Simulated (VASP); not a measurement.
Runs of VASP 6.6.1 on Hg. The structure is that of space group Im-3m (No. 229), or close to it. The cells are those of the table. 

| cell | gap on the mesh (eV) | pressure (GPa) |
| --- | --- | --- |
| a = 3.349 Å, angles 110.0, 110.0, 108.3°, 1 atom | none | 0.3 |
| a = 3.317 Å, angles 110.0, 110.0, 108.3°, 1 atom | none | 0.7 |
| a = 3.285 Å, angles 110.0, 110.0, 108.3°, 1 atom | none | (b) |
| a = 3.218 Å, angles 110.0, 110.0, 108.3°, 1 atom | none | (a) |
| a = 3.252 Å, angles 110.0, 110.0, 108.3°, 1 atom | none | 1.5 |

Alike in all rows: task single point; level PBE; potentials or basis VASP PAW PBE potentials, release 64 (Hg); no spin polarisation; k mesh 9 × 9 × 9; cutoff (eV) 500; smearing fermi-dirac 0.05 eV.

Estimate the missing entries.

(a) 2.4; (b) 1.1.

Caveats: spin-orbit coupling is left out, which moves the levels of the heavy elements.

A k mesh can miss the band edges, and the runs leave out spin-orbit coupling on Hg.

A gap of «none» marks levels without a gap at the run's occupations.
